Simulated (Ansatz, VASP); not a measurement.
## Ta2Cu in VASP and in Ansatz

INCAR

```
SYSTEM = Ta2Cu
ALGO     = Fast           ! electronic algorithm
EDIFF    = 1E-7           ! SCF threshold, eV
EDIFFG   = -0.01          ! ionic threshold
ENCUT    = 600            ! plane-wave cutoff, eV
GGA      = PE             ! functional
IBRION   = 2              ! ionic algorithm
ISIF     = 3              ! what is computed and relaxed
ISMEAR   = 0              ! smearing method
LASPH    = .TRUE.         ! aspherical terms in the spheres
LCHARG   = .FALSE.        ! write CHGCAR
LREAL    = .FALSE.        ! projectors in reciprocal space
LWAVE    = .FALSE.        ! write WAVECAR
NELM     = 60             ! most SCF steps
NSW      = 100            ! ionic steps
PREC     = Accurate       ! precision mode
SIGMA    = 0.1            ! smearing width, eV
```

Contents of KPOINTS:

```
k-points
0
G
  8 8 8
  0 0 0
```

The input POSCAR:

```
Ta2Cu
1.0
    0.0000000000      3.8013056711      3.8013056711
    3.8013056711      0.0000000000      3.8013056711
    3.8013056711      3.8013056711      0.0000000000
Ta Cu
4 2
Direct
    0.1250000000      0.1250000000      0.1250000000
    0.6250000000      0.1250000000      0.1250000000
    0.1250000000      0.1250000000      0.6250000000
    0.1250000000      0.6250000000      0.1250000000
    0.5000000000      0.5000000000      0.5000000000
    0.7500000000      0.7500000000      0.7500000000
```

Input for Ansatz:

```yaml
crystal:
  lattice:
    - [0.0, 3.8013056711, 3.8013056711]
    - [3.8013056711, 0.0, 3.8013056711]
    - [3.8013056711, 3.8013056711, 0.0]
  atoms:
    - { symbol: Ta, position: [0.125, 0.125, 0.125] }
    - { symbol: Ta, position: [0.625, 0.125, 0.125] }
    - { symbol: Ta, position: [0.125, 0.125, 0.625] }
    - { symbol: Ta, position: [0.125, 0.625, 0.125] }
    - { symbol: Cu, position: [0.5, 0.5, 0.5] }
    - { symbol: Cu, position: [0.75, 0.75, 0.75] }
basis:
  ecutwfc: 420
kpoints:
  mp_grid: { grid: [8, 8, 8] }
hamiltonian:
  xc: pbe
scf:
  occupations: { method: gaussian, width: 0.1 }
output:
  forces: true
  stress: true
  eigenvalues: true
relax:
  adjacent_minimum: "off"
  f_tol: 0.01
  max_steps: 80
  cell: { stress_tol: 0.05 }
```

Alike in both runs: task relaxation of cell and atoms; functional PBE; k mesh 8 × 8 × 8; occupations gaussian, width 0.1 eV; no spin polarisation.

|  | VASP | Ansatz |
| --- | --- | --- |
| version | VASP 6.6.1 | Ansatz 0.2.0 |
| potentials or method | VASP PAW PBE potentials, release 64 (Ta_pv, Cu), cutoff 600 eV | scalar-relativistic, plane waves, PAW |
| valence electrons in the cell | 66 | 90 |

```tsv
	VASP	Ansatz	Ansatz less VASP
gap on the k mesh at the Fermi level, each at its own relaxed structure (eV)	none	none	-
relaxed volume (Å³/atom)	18.31	18.24	-0.068
relaxed cell length with the largest relative difference (Å)	5.376	5.369	-0.0067
```

A gap of «none» marks a metal or a gap that the smearing closes. VASP's potentials hold 66 valence electrons a cell and Ansatz's 90, so a difference there can come from the potentials and not from the codes.

Spin-orbit coupling is off throughout. Noted on VASP's run: the relaxation stopped at its first step, so nothing moved.
